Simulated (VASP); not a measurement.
# CoSi2 (Fm-3m) in VASP: notebook

The runs below take CoSi2 through single point, with PBEsol.

Everything below comes from runs of VASP 6.6.1. Logs are shortened: lines on timing, memory, paths and dates and some standing lists are left out, and cuts for length are marked.

**1. The cell of the first run**

It takes space group Fm-3m (No. 225, cubic). The conventional cell has a = 5.167 Å, b = 5.167 Å, c = 5.167 Å, α = 90.00°, β = 90.00°, γ = 90.00°. Within 3.0 Å of Co (site symmetry m-3m) lie 8 Si at 2.24 Å. Si (site symmetry -43m) has 4 Co at 2.24 Å and 6 Si at 2.58 Å within 3.0 Å.

**2. Single point, PBEsol, collinear spin, ferromagnetic start (11.50 Å³/atom)**

File INCAR:

```
SYSTEM = CoSi2
ALGO = Normal
EDIFF = 1E-6
ENCUT = 520
GGA = PS
ISIF = 2
ISMEAR = 0
ISPIN = 2
LASPH = .True.
LCHARG = .True.
LELF = .True.
LMAXMIX = 4
LORBIT = 11
LREAL = .False.
LVHAR = .True.
LWAVE = .False.
MAGMOM = 1.925 0 0
NBANDS = 20
NELM = 150
NUPDOWN = 1.925
PREC = Accurate
SIGMA = 0.15
```

File KPOINTS:

```
k-points
0
Gamma
  14 14 14
  0 0 0
```

File POSCAR:

```
CoSi2
1.0
    0.0000000000      2.5835250176      2.5835250176
    2.5835250176      0.0000000000      2.5835250176
    2.5835250176      2.5835250176      0.0000000000
Co Si
1 2
Direct
    0.0000000000      0.0000000000      0.0000000000
    0.2500000000      0.2500000000      0.2500000000
    0.7500000000      0.7500000000      0.7500000000
```

Potentials or basis: VASP PAW PBE potentials, release 64 (Co, Si).

Run with:

```sh
> cat potpaw_PBE.64/Co/POTCAR potpaw_PBE.64/Si/POTCAR > POTCAR
> mpirun -np 1 vasp_std > vasp.out
```

OUTCAR:

```text
SYSTEM = CoSi2
   EDIFF = 1E-6
   ENCUT = 520
   GGA = PS
   ISIF = 2
   ISMEAR = 0
   ISPIN = 2
   LASPH = .True.
   LORBIT = 11
   LREAL = .False.
   NELM = 150
   NUPDOWN = 1.925
   PREC = Accurate

 ion  position               nearest neighbor table
   1  0.000  0.000  0.000-   3 2.24   3 2.24   3 2.24   2 2.24   3 2.24   2 2.24   2 2.24   2 2.24

   2  0.250  0.250  0.250-   1 2.24   1 2.24   1 2.24   1 2.24   3 2.58   3 2.58   3 2.58   3 2.58
                             3 2.58   3 2.58
   3  0.750  0.750  0.750-   1 2.24   1 2.24   1 2.24   1 2.24   2 2.58   2 2.58   2 2.58   2 2.58
                             2 2.58   2 2.58

  LATTYP: Found a face centered cubic cell.
 ALAT       =     5.1670500352

  Lattice vectors:

 A1 = (   0.0000000000,   2.5835250176,   2.5835250176)
 A2 = (   2.5835250176,   0.0000000000,   2.5835250176)
 A3 = (   2.5835250176,   2.5835250176,   0.0000000000)

Analysis of symmetry for initial positions (statically):
=====================================================================
 Subroutine PRICEL returns:
 Original cell was already a primitive cell.

 Routine SETGRP: Setting up the symmetry group for a
 face centered cubic supercell.

 Subroutine GETGRP returns: Found 48 space group operations
 (whereof 48 operations were pure point group operations)
 out of a pool of 48 trial point group operations.

The static configuration has the point symmetry O_h .

Analysis of symmetry for dynamics (positions and initial velocities):
=====================================================================
 Subroutine PRICEL returns:
 Original cell was already a primitive cell.

 Routine SETGRP: Setting up the symmetry group for a
 face centered cubic supercell.

 Subroutine GETGRP returns: Found 48 space group operations
 (whereof 48 operations were pure point group operations)
 out of a pool of 48 trial point group operations.

The dynamic configuration has the point symmetry O_h .

Analysis of structural, dynamic, and magnetic symmetry:
=====================================================================
 Subroutine PRICEL returns:
 Original cell was already a primitive cell.

 Routine SETGRP: Setting up the symmetry group for a
 face centered cubic supercell.

 Subroutine GETGRP returns: Found 48 space group operations
 (whereof 48 operations were pure point group operations)
 out of a pool of 48 trial point group operations.

The overall configuration has the point symmetry O_h .

 Subroutine INISYM returns: Found 48 space group operations
 (whereof 48 operations are pure point group operations),
 and found     1 'primitive' translations

----------------------------------------------------------------------------------------

                                     Primitive cell

  volume of cell :      34.4880

  direct lattice vectors                    reciprocal lattice vectors
     0.000000000  2.583525018  2.583525018    -0.193534027  0.193534027  0.193534027
     2.583525018  0.000000000  2.583525018     0.193534027 -0.193534027  0.193534027
     2.583525018  2.583525018  0.000000000     0.193534027  0.193534027 -0.193534027

  length of vectors
     3.653656119  3.653656119  3.653656119     0.335210767  0.335210767  0.335210767

  position of ions in fractional coordinates (direct lattice)
     0.000000000  0.000000000  0.000000000
     0.250000000  0.250000000  0.250000000
     0.750000000  0.750000000  0.750000000

  ion indices of the primitive-cell ions
   primitive index   ion index
                 1           1
                 2           2
                 3           3

----------------------------------------------------------------------------------------

 KPOINTS: k-points

Automatic generation of k-mesh.
 Grid dimensions read from file:
 generate k-points for:   14   14   14

 Generating k-lattice:

  Cartesian coordinates                     Fractional coordinates (reciprocal lattice)
    -0.013823859  0.013823859  0.013823859     0.071428571  0.000000000  0.000000000
     0.013823859 -0.013823859  0.013823859     0.000000000  0.071428571  0.000000000
     0.013823859  0.013823859 -0.013823859     0.000000000  0.000000000  0.071428571

  Length of vectors
     0.023943626  0.023943626  0.023943626

  Shift w.r.t. Gamma in fractional coordinates (k-lattice)
     0.000000000  0.000000000  0.000000000

 Subroutine IBZKPT returns following result:
 ===========================================

 Found    104 irreducible k-points:

 Following reciprocal coordinates:
            Coordinates               Weight
  0.000000  0.000000  0.000000      1.000000
  0.071429  0.000000  0.000000      8.000000
  0.142857  0.000000  0.000000      8.000000
  0.214286  0.000000  0.000000      8.000000
  0.285714  0.000000  0.000000      8.000000
  0.357143  0.000000  0.000000      8.000000
[... 16 lines left out ...]
  0.214286  0.142857  0.000000     24.000000
  0.285714  0.142857  0.000000     24.000000
 [... further k-points ...]
   k-points           NKPTS =    104   k-points in BZ     NKDIM =    104   number of bands    NBANDS=     20
   number of dos      NEDOS =    301   number of ions     NIONS =      3
   total plane-waves  NPLWV =  21952
   dimension x,y,z NGX =    28 NGY =   28 NGZ =   28
   dimension x,y,z NGXF=    56 NGYF=   56 NGZF=   56
   ions per type =               1   2
   NGX,Y,Z   is equivalent  to a cutoff of  12.74, 12.74, 12.74 a.u.
   NGXF,Y,Z  is equivalent  to a cutoff of  25.48, 25.48, 25.48 a.u.
 SYSTEM =  CoSi2
   PREC   = accura    normal or accurate (medium, high low for compatibility)
   ISTART =      0    job   : 0-new  1-cont  2-samecut
   ICHARG =      2    charge: 1-file 2-atom 10-const
   ISPIN  =      2    spin polarized calculation?
   LNONCOLLINEAR =      F non collinear calculations
   LSORBIT =      F    spin-orbit coupling
   LASPH  =      T    aspherical Exc in radial PAW
   ENCUT  =  520.0 eV  38.22 Ry    6.18 a.u.   6.79  6.79  6.79*2*pi/ulx,y,z
   NELM   =    150;   NELMIN=  2; NELMDL= -5     # of ELM steps
   EDIFF  = 0.1E-05   stopping-criterion for ELM
   LREAL  =      F    real-space projection
   EDIFFG = 0.1E-04   stopping-criterion for IOM
   NSW    =      0    number of steps for IOM
   IBRION =     -1    ionic relax: 0-MD 1-quasi-New 2-CG
   NFREE  =      0    steps in history (QN), initial steepest desc. (CG)
   ISIF   =      2    stress and relaxation
   ISYM   =      2    0-nonsym 1-usesym 2-fastsym
   POTIM  = 0.5000    time-step for ionic-motion
   TEBEG  =    0.0;   TEEND  =   0.0 temperature during run
   PSTRESS=    0.0 pullay stress
   NELECT =      17.0000    total number of electrons
   NUPDOWN=       1.9250    fix difference up-down
   EMIN   =  10.00;   EMAX   =-10.00  energy-range for DOS
   EFERMI =   0.00;   METHOD = LEGACY
   ISMEAR =     0;   SIGMA  =   0.15  broadening in eV -4-tet -1-fermi 0-gaus
   EFERMI_NEDOS =   21; number of points for ismear=-14 and -15
   IALGO  =     38    algorithm
   IMIX   =      4    mixing-type and parameters
     AMIX     =   0.40;   BMIX     =  1.00
     AMIX_MAG =   1.60;   BMIX_MAG =  1.00
  volume/ion in A,a.u.               =      11.50        77.58
  Fermi-wavevector in a.u.,A,eV,Ry     =   1.293208  2.443809 22.754215  1.672388
  Thomas-Fermi vector in A             =   2.424868
   LORBIT       =     11    0 simple, 1 ext, 2 COOP (PROOUT), +10 PAW based schemes
   GGA     = PS    functional components
   LHFCALC =     F    Hartree Fock is set to
   AEXX    =    0.0000 exact exchange contribution
   IVDW    =     0    specifies the selected vdW correction
   LEPSILON=     F    determine dielectric tensor
   LRPA    =     F    only Hartree local field effects (RPA)
 spin polarized calculation
 Gauss-broadening in eV      SIGMA  =   0.15
  energy-cutoff  :      520.00
  volume of cell :       34.49
 maximum number of plane-waves:       944
   NGX = 13   NGY = 13   NGZ = 13

 number of electron      16.9999995 magnetization       1.9249999

 Free energy of the ion-electron system (eV)
  ---------------------------------------------------
  ext. energy  EPLUGINS =         0.00000000
  ---------------------------------------------------
  free energy    TOTEN  =       -18.96169712 eV

  energy without entropy =      -18.94050557  energy(sigma->0) =      -18.95110135

 E-fermi :  10.7044     XC(G=0): -12.3602

 val. band max:       13.7952018442   @ k =  -0.2857   0.3571   0.0714
 cond. band min:      10.7048314512   @ k =  -0.4286   0.2143   0.0000
 fundamental gap:     -3.0903703930
 Fermi energy:        13.8246423104

 spin component 1

 k-point     1 :       0.0000    0.0000    0.0000
  band No.  band energies     occupation
      1      -2.6816      1.00000
      2       6.4670      1.00000
      3       6.4670      1.00000
      4       6.4670      1.00000
      5       8.5513      1.00000
      6       8.5513      1.00000
[... 12 lines left out ...]
     19      22.1064      0.00000
     20      28.3482      0.00000

 k-point     2 :       0.0714    0.0000    0.0000
  band No.  band energies     occupation
      1      -2.5973      1.00000
      2       6.3175      1.00000
      3       6.4969      1.00000
      4       6.4969      1.00000
      5       8.5290      1.00000
      6       8.5290      1.00000
[... 12 lines left out ...]
     19      22.4912      0.00000
     20      28.5939      0.00000
[... 465 lines left out ...]
      3       6.5812      1.00000
      4       6.6106      1.00000
      5       7.9628      1.00000
      6       8.7084      1.00000
[... 12 lines left out ...]
     19      25.1773      0.00000
     20      30.4946      0.00000

 k-point    24 :       0.2857    0.1429    0.0000
  band No.  band energies     occupation
      1      -1.4635      1.00000
      2       4.9679      1.00000
      3       6.6717      1.00000
      4       6.7132      1.00000
      5       7.8155      1.00000
      6       8.7565      1.00000
[... 12 lines left out ...]
     19      26.7250      0.00000
     20      29.0275      0.00000

 [... further k-points ...]

 spin component 2

 k-point     1 :       0.0000    0.0000    0.0000
  band No.  band energies     occupation
      1      -2.2224      1.00000
      2       7.1891      1.00000
      3       7.1891      1.00000
      4       7.1891      1.00000
      5       9.5147      1.00000
      6       9.5147      1.00000
[... 12 lines left out ...]
     19      22.5530      0.00000
     20      28.8743      0.00000

 k-point     2 :       0.0714    0.0000    0.0000
  band No.  band energies     occupation
      1      -2.1381      1.00000
      2       7.0197      1.00000
      3       7.2196      1.00000
      4       7.2196      1.00000
      5       9.4869      1.00000
      6       9.4869      1.00000
[... 12 lines left out ...]
     19      22.9380      0.00000
     20      29.1200      0.00000
[... 465 lines left out ...]
      3       7.2728      1.00000
      4       7.3125      1.00000
      5       8.8053      1.00000
      6       9.6880      1.00000
[... 12 lines left out ...]
     19      25.6382      0.00000
     20      31.0219      0.00000

 k-point    24 :       0.2857    0.1429    0.0000
  band No.  band energies     occupation
      1      -1.0033      1.00000
      2       5.5499      1.00000
      3       7.3584      1.00000
      4       7.4235      1.00000
      5       8.6122      1.00000
      6       9.7365      1.00000
[... 12 lines left out ...]
     19      27.1891      0.00000
     20      29.5469      0.00000

 [... further k-points ...]
[... 5 lines left out ...]
  --------------------------------------------------------------------------------------
  -------------------------------------------------------------------------------------
  Total        7.4878937      7.4878937      7.4878937      0.0000000      0.0000000      0.0000000
  in kB      347.8581968    347.8581968    347.8581968      0.0000000      0.0000000      0.0000000
  external PRESSURE =     347.8581968 kB  Pullay stress =       0.0000000 kB

 VOLUME and BASIS-vectors are now :
 -----------------------------------------------------------------------------
  energy-cutoff  :      520.00
  volume of cell :       34.49
      direct lattice vectors                 reciprocal lattice vectors
     0.000000000  2.583525018  2.583525018    -0.193534027  0.193534027  0.193534027
     2.583525018  0.000000000  2.583525018     0.193534027 -0.193534027  0.193534027
     2.583525018  2.583525018  0.000000000     0.193534027  0.193534027 -0.193534027

 POSITION                                       TOTAL-FORCE (eV/Angst)
 -----------------------------------------------------------------------------------
      0.00000      0.00000      0.00000        -0.000000     -0.000000     -0.000000
      1.29176      1.29176      1.29176         0.000000      0.000000      0.000000
      3.87529      3.87529      3.87529        -0.000000     -0.000000     -0.000000
 -----------------------------------------------------------------------------------
    total drift:                               -0.000000     -0.000000      0.000000

  FREE ENERGIE OF THE ION-ELECTRON SYSTEM (eV)
  ---------------------------------------------------
  free  energy   TOTEN  =       -18.9616971239 eV

  energy  without entropy=      -18.9405055703  energy(sigma->0) =      -18.95110135

 total charge

# of ion       s       p       d       tot
------------------------------------------
    1        0.607   0.840   7.676   9.123
    2        0.763   0.929   0.000   1.692
    3        0.763   0.929   0.000   1.692
--------------------------------------------------
tot          2.133   2.697   7.676  12.507

 magnetization (x)

# of ion       s       p       d       tot
------------------------------------------
    1        0.019   0.204   0.949   1.173
    2        0.056   0.106   0.000   0.162
    3        0.056   0.106   0.000   0.162
--------------------------------------------------
tot          0.131   0.417   0.949   1.497
```

It took 83 s on 1 thread of Intel Xeon 6975P-C (Granite Rapids), shared host; peak memory 0.24 GiB.

Results:

```yaml
Free_energy: -18.9617 eV
Pressure: 34.8 GPa
Net_moment: 1.92 μB per cell
Site_moments: Co +1.17; Si +0.16 μB
Valence_electrons_inside_the_program's_atomic_spheres: Co 9.12; Si 1.69
```

Caveat: the cell stands under pressure; the PAW data sets were made with another functional, which shifts forces and pressure a little; the total moment is fixed, so each spin has its own Fermi level.

(Part 1 of 3 ends here.)
